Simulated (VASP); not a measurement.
A run of VASP 6.6.1 is set up as follows.

The input POSCAR:

```
Li
1.0
    0.0000000000      2.1374055102      2.1374055102
    2.1374055102      0.0000000000      2.1374055102
    2.1374055102      2.1374055102      0.0000000000
Li
1
Direct
    0.0000000000      0.0000000000      0.0000000000
```

INCAR.step1

```
SYSTEM = Li
ALGO = Normal ; EDIFF = 1E-4
ENCUT = 520 ; GGA = PE
ISMEAR = -1 ; LASPH = .TRUE.
LCHARG = .FALSE. ; LREAL = .FALSE.
LWAVE = .TRUE. ; NBANDS = 8
NELM = 100 ; PREC = Accurate
SIGMA = 0.08
```

INCAR.step2

```
SYSTEM = Li
ALGO = Normal ; EDIFF = 1E-7
ENCUT = 520 ; ISIF = 2
ISMEAR = -1 ; ISTART = 1
LASPH = .TRUE. ; LCHARG = .TRUE.
LELF = .TRUE. ; LMIXTAU = .TRUE.
LREAL = .FALSE. ; LVHAR = .TRUE.
LWAVE = .FALSE. ; METAGGA = R2SCAN
NBANDS = 8 ; NELM = 100
PREC = Accurate ; SIGMA = 0.08
```

Contents of KPOINTS:

```
k-points
0
G
  22 22 22
  0 0 0
```

Potentials or basis: VASP PAW PBE potentials, release 64 (Li_sv).

The run is started by

```bash
$ cat potpaw_PBE.64/Li_sv/POTCAR > POTCAR
$ cp INCAR.step1 INCAR
$ mpirun -np 1 vasp_std > vasp.out
$ cp INCAR.step2 INCAR
$ mpirun -np 1 vasp_std > vasp.out
```

Estimate the band gap on the k mesh.

zero (an odd number of electrons rules out a gap without spin polarisation).
